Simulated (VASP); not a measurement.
Here is a VASP 6.6.1 calculation.

INCAR

```
SYSTEM = Cu
PREC     = Accurate       ! precision mode
ENCUT    = 520            ! plane-wave cutoff, eV
EDIFF    = 1E-7           ! SCF threshold, eV
ISMEAR   = 0              ! smearing method
SIGMA    = 0.1            ! smearing width, eV
LREAL    = .FALSE.        ! projectors in reciprocal space
LASPH    = .TRUE.         ! aspherical terms in the spheres
NELM     = 100            ! most SCF steps
ALGO     = Fast           ! electronic algorithm
ISIF     = 2              ! what is computed and relaxed
LWAVE    = .FALSE.        ! write WAVECAR
LCHARG   = .FALSE.        ! write CHGCAR
GGA      = PS             ! functional
NBANDS   = 12             ! bands
```

KPOINTS

```
Automatic mesh
0
G
  20 20 20
  0 0 0
```

Contents of POSCAR:

```
Cu
1.0
   -1.4157892362      1.4157892362      1.4157892362
    1.4157892362     -1.4157892362      1.4157892362
    1.4157892362      1.4157892362     -1.4157892362
Cu
1
Direct
    0.0000000000      0.0000000000      0.0000000000
```

Potentials or basis: VASP PAW PBE potentials, release 64 (Cu).

Launch:

```bash
$ cat potpaw_PBE.64/Cu/POTCAR > POTCAR
$ mpirun -np 1 vasp_std > vasp.out
```

(1) Predict the pressure.

Answers

(1) 0.7 GPa.

Caveat: the PAW data sets were made with another functional, which shifts forces and pressure a little.
